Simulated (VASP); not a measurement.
Write the native input for VASP 6.6.1 that does the following.

| Quantity | Value |
| --- | --- |
| Task | single point |
| Functional | PBE |
| Potentials or basis | VASP PAW PBE potentials, release 64 (Zr_sv) |
| Cutoff | 520 eV |
| k mesh | 13 × 13 × 7 |
| Occupations | fermi-dirac, width 0.08 eV |
| Spin | no spin polarisation |
| Dipole correction | no |
| Further INCAR settings | ALGO = Normal; EDIFF = 1e-07; NBANDS = 19 |

The structure of Zr lies in POSCAR:

```
Zr
1.0
    3.1660205622      0.0000000000      0.0000000000
   -1.5830102810      2.7418542357      0.0000000000
    0.0000000000      0.0000000000      5.0419297016
Zr
2
Direct
    0.3333333333      0.6666666667      0.2500000000
    0.6666666667      0.3333333333      0.7500000000
```

One way to write it, as run:

INCAR

```
  ALGO = Normal
  EDIFF = 1E-7
  ENCUT = 520
  GGA = PE
  ISIF = 2
  ISMEAR = -1
  LASPH = T
  LCHARG = T
  LELF = T
  LREAL = F
  LVHAR = T
  LWAVE = F
  NBANDS = 19
  NELM = 100
  PREC = Accurate
  SIGMA = 0.08
```

KPOINTS

```
k-points
0
Gamma
  13 13 7
```

Potentials or basis: VASP PAW PBE potentials, release 64 (Zr_sv).

Run with:

```console
$ cat potpaw_PBE.64/Zr_sv/POTCAR > POTCAR
$ mpirun -np 1 vasp_std > vasp.out
```

It gave:

| Item | Value |
| --- | --- |
| Pressure | 7.0 GPa |
| Band gap on the k mesh | zero (bands 12 and 13 overlap by 1.23 eV) |

Caveat: the cell stands under pressure.

Wall time 120 s on 1 thread of Intel Xeon 8259CL, on a shared host, peak memory 0.19 GiB.
